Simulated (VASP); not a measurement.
Wanted: the native input for a VASP 6.6.1 run.

```
Task                   : relaxation of cell and atoms
Functional             : PBE
Potentials or basis    : VASP PAW PBE potentials, release 64 (Ru_pv, Al)
Cutoff                 : 600 eV
k mesh                 : 13 × 13 × 13
Occupations            : fermi-dirac, width 0.08 eV
Spin                   : no spin polarisation
Target pressure        : -0.077 GPa
Dipole correction      : no
Further INCAR settings : ALGO = Normal; EDIFF = 1e-07; IBRION = 2; EDIFFG = -0.005; NSW = 32; ISIF = 3
```

The structure of AlRu (CsCl type) lies in POSCAR:

```
AlRu
1.0
    3.0047869675      0.0000000000      0.0000000000
    0.0000000000      3.0047869675      0.0000000000
    0.0000000000      0.0000000000      3.0047869675
Ru Al
1 1
Direct
    0.0000000000      0.0000000000      0.0000000000
    0.5000000000      0.5000000000      0.5000000000
```

These files were run (other wordings do the same):

INCAR

```
  ALGO = Normal
  EDIFF = 1E-7
  EDIFFG = -0.005
  ENCUT = 600
  GGA = PE
  IBRION = 2
  ISIF = 3
  ISMEAR = -1
  LASPH = True
  LCHARG = False
  LREAL = False
  LWAVE = False
  NELM = 60
  NSW = 32
  PREC = Accurate
  PSTRESS = -0.77
  SIGMA = 0.08
```

KPOINTS

```
k-points
0
Gamma
  13 13 13
```

Potentials or basis: VASP PAW PBE potentials, release 64 (Ru_pv, Al).

Launch:

```sh
$ cat potpaw_PBE.64/Ru_pv/POTCAR potpaw_PBE.64/Al/POTCAR > POTCAR
$ mpirun -np 1 vasp_std > vasp.out
```

Results of the run:

- Relaxed volume: 13.56 Å³/atom
- Relaxed cell: a = 3.004 Å, b = 3.004 Å, c = 3.004 Å, α = 90.00°, β = 90.00°, γ = 90.00°
- Space group after relaxing (to 0.05 Å): Pm-3m (No. 221)
- Energy change on relaxing (the enthalpy is what falls): -0.0 meV/atom
- Ionic steps: 3
- Pressure after relaxing: -0.1 GPa

Caveat: the cell is relaxed towards a set pressure, so the enthalpy falls and the energy may rise.

Run time: 16 s on 1 thread of Intel(R) Xeon(R) 6975P-C (Granite Rapids), with other jobs on the host, peak memory 0.16 GiB.
